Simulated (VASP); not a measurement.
Runs of VASP 6.6.1 on Cd3Ir. It takes space group Pm-3m (No. 221, cubic). Conventional cell: a = 4.217 Å, b = 4.217 Å, c = 4.217 Å, α = 90.00°, β = 90.00°, γ = 90.00°. Within 3.9 Å of Cd (site symmetry 4/mmm) lie 8 Cd at 2.98 Å and 4 Ir at 2.98 Å. Within 3.9 Å of Ir (site symmetry m-3m) lie 12 Cd at 2.98 Å. 

| smearing | gap on the mesh (eV) | pressure (GPa) |
| --- | --- | --- |
| gaussian 0.3 eV | none | -9.9 |
| gaussian 0.2 eV | none | -10.0 |
| gaussian 0.1 eV | none | -10.0 |
| gaussian 0.5 eV | none | (a) |

Alike in all rows: task single point; level LDA; potentials or basis VASP PAW LDA potentials, release 64 (Cd, Ir); no spin polarisation; cell as given; k mesh 5 × 5 × 5; cutoff (eV) 520.

Estimate the missing entries.

(a) -9.7.

Caveats: spin-orbit coupling is left out, which moves the levels of the heavy elements.

A k mesh can miss the band edges, and the runs leave out spin-orbit coupling on Cd, Ir.

A gap of «none» marks levels without a gap at the run's occupations.
